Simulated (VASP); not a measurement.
Runs of VASP 6.6.1 on AlNi3. The structure is that of space group R-3m (No. 166), or close to it. The cells are those of the table. 

```csv
cell,further INCAR settings,gap on the mesh (eV),pressure (GPa),largest force (eV/Å)
"a = 3.692 Å, angles 68.1°, 4 atoms",ALGO = Fast; EDIFF = 1e-06; NBANDS = 24,none,21.4,0.38
"a = 3.733 Å, angles 68.1°, 4 atoms",ALGO = Fast; EDIFF = 1e-06; NBANDS = 24,none,13.1,0.34
"a = 3.747 Å, angles 66.5°, 4 atoms",ALGO = Fast; EDIFF = 1e-06; NBANDS = 24,none,(a),0.27
"a = 3.993 Å, angles 56.8°, 4 atoms",ALGO = Fast; EDIFF = 1e-06; NBANDS = 24,none,(b),0.09
"a = 3.727 Å, angles 66.5°, 4 atoms",ALGO = Fast; EDIFF = 1e-07; NBANDS = 24,none,17.5,0.29
```

Alike in all rows: task single point; level PBEsol; potentials or basis VASP PAW PBE potentials, release 64 (Al, Ni); no spin polarisation; k mesh 14 × 14 × 14; cutoff (eV) 520; smearing gaussian 0.15 eV.

Q: Fill in the values left out.

A: (a) 13.3; (b) 12.4.

Caveats: the cell stands under pressure; the PAW data sets were made with another functional, which shifts forces and pressure a little.

A gap of «none» marks levels without a gap at the run's occupations.
